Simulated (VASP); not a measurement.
Ba: single point with PBEsol

Crystal: Ba.

```
Ba
1.0
    -2.43433    2.43433    2.43433
     2.43433   -2.43433    2.43433
     2.43433    2.43433   -2.43433
Ba
1
Cartesian
  0.0000 0.0000 0.0000
```

```json
{
  "Program": "VASP 6.6.1",
  "Task": "single point",
  "Functional": "PBEsol",
  "Potentials or basis": "VASP PAW PBE potentials, release 64 (Ba_sv)",
  "Cutoff": "520 eV",
  "k mesh": "12 × 12 × 12",
  "Occupations": "gaussian, width 0.1 eV",
  "Spin": "no spin polarisation",
  "Dipole correction": "no",
  "Further INCAR settings": "ALGO = Fast; EDIFF = 1e-06; NBANDS = 11"
}
```

* Pressure: 0.1 GPa
* Band gap on the k mesh: zero (band 5 reaches 2.43 eV, above the bottom of band 6 at 1.16 eV)

Levels at points of the mesh, in eV from the Fermi level:
```
           k point  band 2  band 3  band 4  band 5  band 6  band 7  band 8  band 9
(0.00, 0.00, 0.00)  -13.58  -13.58  -13.58   -2.80    1.91    1.91    1.91    3.47
(0.50, 0.00, 0.00)  -14.20  -13.78  -13.59   -0.96    0.66    1.55    3.46    4.10
(0.50, 0.50, 0.50)  -14.01  -14.01  -14.01   -0.67   -0.67    4.79    4.79    4.79
```

It took 13 s on 1 thread of Intel(R) Xeon(R) 6975P-C (Granite Rapids), with other jobs on the host, peak memory 0.19 GiB.

Caveat: the PAW data sets were made with another functional, which shifts forces and pressure a little; spin-orbit coupling is left out, which moves the levels of the heavy elements.
